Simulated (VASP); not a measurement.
Runs of VASP 6.6.1 on Al. The structure is that of space group Immm (No. 71), or close to it. The cells are those of the table. 

```tsv
cell	gap on the mesh (eV)	pressure (GPa)
a = 2.865, b = 3.050 Å, angles 57.8, 55.6, 57.8°, 1 atom	none	-0.1
a = 2.864, b = 2.996 Å, angles 58.5, 56.9, 58.5°, 1 atom	none	-1.0
a = 2.866, b = 2.648 Å, angles 62.5, 64.9, 62.5°, 1 atom	none	0.4
a = 2.865, b = 3.023 Å, angles 58.1, 56.3, 58.1°, 1 atom	none	(a)
```

Alike in all rows: task single point; level PBEsol; potentials or basis VASP PAW PBE potentials, release 64 (Al); no spin polarisation; k mesh 20 × 20 × 20; cutoff (eV) 520; smearing gaussian 0.15 eV.

Q: Fill in the values left out.

A: (a) -0.6.

Caveats: the PAW data sets were made with another functional, which shifts forces and pressure a little.

A gap of «none» marks levels without a gap at the run's occupations.
